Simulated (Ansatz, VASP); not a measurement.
Al3GaN4 in VASP and in Ansatz

```xyz
8
Lattice="4.4071 -0.1615 -0.1615 -0.1615 4.4071 -0.1615 -0.1615 -0.1615 4.4071" Properties=species:S:1:pos:R:3 pbc="T T T"
Al    2.1228    2.1228   -0.1615
Al    2.1228   -0.1615    2.1228
Al   -0.1615    2.1228    2.1228
Ga    0.0000    0.0000    0.0000
N     3.1205    3.1205    0.8845
N     3.1205    0.8845    3.1205
N     0.8845    3.1205    3.1205
N     1.0426    1.0426    1.0426
```

Change from the starting cell: equal engineering shear yz, xz and xy -0.0733, equal normal strain along x, y and z +0.0000.

Alike in both runs: task single point; functional PBEsol; k mesh 6 × 6 × 6; occupations gaussian, width 0.05 eV; no spin polarisation.

```csv
,VASP,Ansatz
version,VASP 6.6.1,Ansatz 0.2.0
potentials or method,"VASP PAW PBE potentials, release 64 (Al, Ga_d, N), cutoff 520 eV","scalar-relativistic, plane waves, PAW"
valence electrons in the cell,42,42
```

Ansatz gave:

| Quantity | Value |
| --- | --- |
| gap on the k mesh at the Fermi level (eV) | 2.87 |
| least direct gap on the mesh (eV) | 2.87 |
| pressure (GPa) | 4.5 |
| traceless stress, the component that is largest in VASP (GPa) | 17.74 |
| rms of the force components (eV/Å) | 1.075 |

Problem. What did VASP give for the same quantities?

Solution. gap on the k mesh at the Fermi level (eV): 2.87; least direct gap on the mesh (eV): 2.87; pressure (GPa): 4.5; traceless stress, the component that is largest in VASP (GPa): 17.90; rms of the force components (eV/Å): 1.085.

VASP's potentials were made for PBE, not for PBEsol. Atom by atom the forces differ by 0.021 eV/Å (rms over components).
